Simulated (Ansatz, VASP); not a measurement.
Rh in VASP and in Ansatz

File INCAR:

```
SYSTEM = Rh
PREC = Accurate
ENCUT = 520
EDIFF = 1E-6
ISMEAR = 0
SIGMA = 0.15
LREAL = .False.
LASPH = .True.
NELM = 100
ALGO = Fast
ISIF = 2
LWAVE = .False.
LCHARG = .True.
GGA = PS
LELF = .True.
LVHAR = .True.
NBANDS = 14
```

The input KPOINTS:

```
regular mesh
0
Gamma
  22 22 22
  0 0 0
```

File POSCAR:

```
Rh
1.0
    0.0000000000      1.9015500000      1.8635190000
    1.9015500000      0.0000000000      1.8635190000
    1.9015500000      1.9015500000      0.0000000000
Rh
1
Direct
    0.0000000000      0.0000000000      0.0000000000
```

Input for Ansatz:

```yaml
crystal:
  lattice:
    - [0.0, 1.90155, 1.863519]
    - [1.90155, 0.0, 1.863519]
    - [1.90155, 1.90155, 0.0]
  atoms:
    - { symbol: Rh, position: [0.0, 0.0, 0.0] }
basis:
  ecutwfc: 420
kpoints:
  mp_grid: { grid: [22, 22, 22] }
hamiltonian:
  xc: pbesol
scf:
  occupations: { method: gaussian, width: 0.15 }
output:
  forces: true
  stress: true
  eigenvalues: true
```

Change from the starting cell: strain -0.0200 x Voigt [0, 0, 1, 0, 0, 0], atoms carried along.

Alike in both runs: task single point; functional PBEsol; k mesh 22 × 22 × 22; occupations gaussian, width 0.15 eV; no spin polarisation.

```csv
,VASP,Ansatz
version,VASP 6.6.1,Ansatz 0.2.0
potentials or method,"VASP PAW PBE potentials, release 64 (Rh_pv), cutoff 520 eV","scalar-relativistic, plane waves, PAW"
valence electrons in the cell,15,17
```

Ansatz gave:

* gap on the k mesh at the Fermi level (eV): none
* pressure (GPa): 0.7
* traceless stress, the component that is largest in VASP (GPa): 3.47

Problem. Which values does VASP return?

Solution. gap on the k mesh at the Fermi level (eV): none; pressure (GPa): 0.7; traceless stress, the component that is largest in VASP (GPa): 3.46.

VASP's potentials were made for PBE, not for PBEsol. A gap of «none» marks a metal or a gap that the smearing closes. VASP's potentials hold 15 valence electrons a cell and Ansatz's 17, so a difference there can come from the potentials and not from the codes.
